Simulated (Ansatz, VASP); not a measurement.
**SnO2: VASP beside Ansatz**

Contents of INCAR:

```
ALGO = Normal
EDIFF = 1E-6
ENCUT = 520
GGA = PE
ISIF = 2
ISMEAR = 0
LASPH = T
LCHARG = F
LREAL = F
LWAVE = F
NBANDS = 20
NELM = 60
PREC = Accurate
SIGMA = 0.05
```

KPOINTS

```
k-points
0
Gamma
  12 12 12
```

The input POSCAR:

```
SnO2
1.0
    1.6167660720      0.9334403269      4.9182553763
   -1.6167660720      0.9334403269      4.9182553763
    0.0000000000     -1.8668806537      4.9182553763
Sn O
1 2
Direct
    0.5117279245      0.4920549355      0.4962171400
    0.1913730200      0.2643582230      0.2489167797
    0.7216076716      0.7945928746      0.7791514313
```

Input for Ansatz:

```yaml
crystal:
  lattice:
    - [1.616766072, 0.9334403269, 4.9182553763]
    - [-1.616766072, 0.9334403269, 4.9182553763]
    - [0.0, -1.8668806537, 4.9182553763]
  atoms:
    - { symbol: Sn, position: [0.5117279245, 0.4920549355, 0.49621714] }
    - { symbol: O, position: [0.19137302, 0.264358223, 0.2489167797] }
    - { symbol: O, position: [0.7216076716, 0.7945928746, 0.7791514313] }
basis:
  ecutwfc: 520.0
kpoints:
  mp_grid: { grid: [12, 12, 12] }
hamiltonian:
  xc: pbe
  pseudopotentials: { kind: paw, azcp: { folder: soft_1 } }
scf:
  occupations: { method: gaussian, width: 0.05 }
output:
  forces: true
  stress: true
  eigenvalues: true
```

Change from the starting cell: mode 4 frozen in at -0.118 Å and mode 5 at -0.039 Å (largest displacements).

Alike in both runs: task single point; functional PBE; k mesh 12 × 12 × 12; occupations gaussian, width 0.05 eV; no spin polarisation.

```csv
,VASP,Ansatz
version,VASP 6.6.1,Ansatz 0.2.0
potentials or method,"VASP PAW PBE potentials, release 64 (Sn_d, O), cutoff 520 eV","scalar-relativistic, plane waves, PAW"
valence electrons in the cell,26,26
```

```tsv
	VASP	Ansatz	Ansatz less VASP
gap on the k mesh at the Fermi level (eV)	1.99	2.01	+0.024
least direct gap on the mesh (eV)	2.14	2.16	+0.019
pressure (GPa)	3.1	2.5	-0.58
traceless stress, the component that is largest in VASP (GPa)	2.01	1.97	-0.038
rms of the force components (eV/Å)	0.973	0.943	-0.0296
```

Atom by atom the forces differ by 0.038 eV/Å (rms over components).
